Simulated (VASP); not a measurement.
A run of VASP 6.6.1 is set up as follows.

File INCAR:

```
SYSTEM = ScTaN
  PREC = Accurate
  ENCUT = 520
  EDIFF = 1E-6
  ISMEAR = -1
  SIGMA = 0.05
  LREAL = .False.
  LASPH = .True.
  NELM = 60
  ALGO = Normal
  ISIF = 2
  LWAVE = .False.
  LCHARG = .True.
  GGA = PS
  LELF = .True.
  LVHAR = .True.
  NBANDS = 36
```

KPOINTS

```
Automatic mesh
0
Gamma
  10 10 3
  0 0 0
```

Contents of POSCAR:

```
ScTaN
1.0
    3.0532303928      0.0000000000      0.0000000000
   -1.5266151964      2.6441750838      0.0000000000
    0.0000000000      0.0000000000     10.2113989175
Ta Sc N
2 2 2
Direct
    0.3333333333      0.6666666667      0.2457600255
    0.6666666667      0.3333333333      0.7542399745
    0.0000000000      0.0000000000      0.0000000000
    0.0000000000      0.0000000000      0.5000000000
    0.3333333333      0.6666666667      0.6298888203
    0.6666666667      0.3333333333      0.3701111797
```

Potentials or basis: VASP PAW PBE potentials, release 64 (Ta_pv, Sc_sv, N).

Command:

```sh
$ cat potpaw_PBE.64/Ta_pv/POTCAR potpaw_PBE.64/Sc_sv/POTCAR potpaw_PBE.64/N/POTCAR > POTCAR
$ mpirun -np 1 vasp_std > vasp.out
```

Task: What does it give for the pressure?

Result: 0.5 GPa.

Task: Estimate the largest force.

Result: 0.042 eV/Å.

Task: Estimate the band gap on the k mesh.

Result: Zero (band 27 reaches 6.95 eV, above the bottom of band 28 at 6.17 eV).

Forces on the atoms (eV/Å):
```
Ta   0.000  0.000 -0.042
Ta   0.000  0.000  0.042
Sc   0.000  0.000  0.000
Sc   0.000  0.000  0.000
N    0.000  0.000  0.022
N    0.000  0.000 -0.022
```

Caveat: the PAW data sets were made with another functional, which shifts forces and pressure a little; spin-orbit coupling is left out, which moves the levels of the heavy elements.
